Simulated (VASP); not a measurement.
Write the native input for VASP 6.6.1 that does the following.

```
Task                   : single point
Functional             : r2SCAN
Potentials or basis    : VASP PAW PBE potentials, release 64 (Si, C, N)
Cutoff                 : 520 eV
k mesh                 : 4 × 8 × 4
Occupations            : fermi-dirac, width 0.02 eV
Spin                   : no spin polarisation
Dipole correction      : no
Further INCAR settings : ALGO = Normal; EDIFF = 1e-07; NBANDS = 45
```

Crystal: Si3C3N8.

```
CELL_PARAMETERS angstrom
7.04401 0.00000 -0.09267
0.00000 2.71061 0.00000
-3.60252 0.00000 6.14077
ATOMIC_POSITIONS crystal
Si 0.59978 0.50000 0.81973
Si 0.81833 0.00000 0.23906
Si 0.23593 0.50000 0.40460
C 0.77394 0.00000 0.58498
C 0.17755 0.50000 0.77889
C 0.40499 0.00000 0.18090
N 0.31738 0.50000 0.67830
N 0.64535 0.00000 0.33498
N 0.70850 0.50000 0.65130
N 0.68933 0.00000 0.96888
N 0.02672 0.00000 0.70590
N 0.96949 0.50000 0.31844
N 0.29783 0.00000 0.30434
N 0.33488 0.50000 0.02968
```

These files were run (other wordings do the same):

POSCAR

```
Si3C3N8
1.0
    7.0440121136      0.0000000000     -0.0926679357
    0.0000000000      2.7106124639      0.0000000000
   -3.6025214000      0.0000000000      6.1407718745
Si C N
3 3 8
Direct
    0.5997814474      0.5000000000      0.8197335947
    0.8183341719      0.0000000000      0.2390580696
    0.2359299500      0.5000000000      0.4046037682
    0.7739361626      0.0000000000      0.5849787797
    0.1775451951      0.5000000000      0.7788852943
    0.4049916295      0.0000000000      0.1809037740
    0.3173799276      0.5000000000      0.6783028114
    0.6453489309      0.0000000000      0.3349794626
    0.7085006941      0.5000000000      0.6513026229
    0.6893309238      0.0000000000      0.9688813833
    0.0267175658      0.0000000000      0.7059048534
    0.9694938810      0.5000000000      0.3184424650
    0.2978320639      0.0000000000      0.3043429350
    0.3348774564      0.5000000000      0.0296801857
```

INCAR.step1

```
PREC = Accurate
ENCUT = 520
ISMEAR = -1
SIGMA = 0.02
LREAL = False
LASPH = True
NELM = 100
NBANDS = 45
GGA = PE
ALGO = Normal
EDIFF = 1E-4
LWAVE = True
LCHARG = False
```

INCAR.step2

```
PREC = Accurate
ENCUT = 520
EDIFF = 1E-7
ISMEAR = -1
SIGMA = 0.02
LREAL = False
LASPH = True
NELM = 100
ALGO = Normal
ISIF = 2
LWAVE = False
LCHARG = False
METAGGA = R2SCAN
LMIXTAU = True
NBANDS = 45
ISTART = 1
```

KPOINTS

```
regular mesh
0
Gamma
  4 8 4
```

Potentials or basis: VASP PAW PBE potentials, release 64 (Si, C, N).

The run is started by

```sh
$ cat potpaw_PBE.64/Si/POTCAR potpaw_PBE.64/C/POTCAR potpaw_PBE.64/N/POTCAR > POTCAR
$ cp INCAR.step1 INCAR
$ mpirun -np 1 vasp_std > vasp.out
$ cp INCAR.step2 INCAR
$ mpirun -np 1 vasp_std > vasp.out
```

It gave:

```json
{"Pressure": "0.2 GPa", "Largest force": "0.101 eV/Å", "Band gap on the k mesh": "2.52 eV (least direct gap 2.81 eV)"}
```

Caveat: the PAW data sets were made with another functional, which shifts forces and pressure a little.

Wall time 28 min on 1 thread of Intel Xeon 8259CL, on a shared host, peak memory 0.37 GiB.
